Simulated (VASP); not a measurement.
**Ge: single point with PBE**

Ge:

```
Ge
1.0
     0.00000    2.82875    2.82875
     2.82875    0.00000    2.82875
     2.82875    2.82875    0.00000
Ge
2
Direct
  0.00000 0.00000 0.00000
  0.25000 0.25000 0.25000
```

- Program: VASP 6.6.1
- Task: single point
- Functional: PBE
- Potentials or basis: VASP PAW PBE potentials, release 64 (Ge_d)
- Cutoff: 520 eV
- k mesh: 10 × 10 × 10
- Occupations: gaussian, width 0.03 eV
- Spin: non-collinear spin, zero start, spin-orbit coupling
- Starting moments: [[0.0, 0.0, 0.0], [0.0, 0.0, 0.0]] μB

The pressure is 3.6 GPa and the net moment is 0.00 μB per cell. The valence electrons inside the program's atomic spheres are Ge 12.42.

Moments on the atoms (μB; x, y, z):
```
Ge  0.00 0.00 0.00
Ge  0.00 0.00 0.00
```

Run time: 84 s on 1 thread of AMD EPYC 9R45 96-Core Processor (Zen 5) (shared host), peak memory 0.3 GiB.
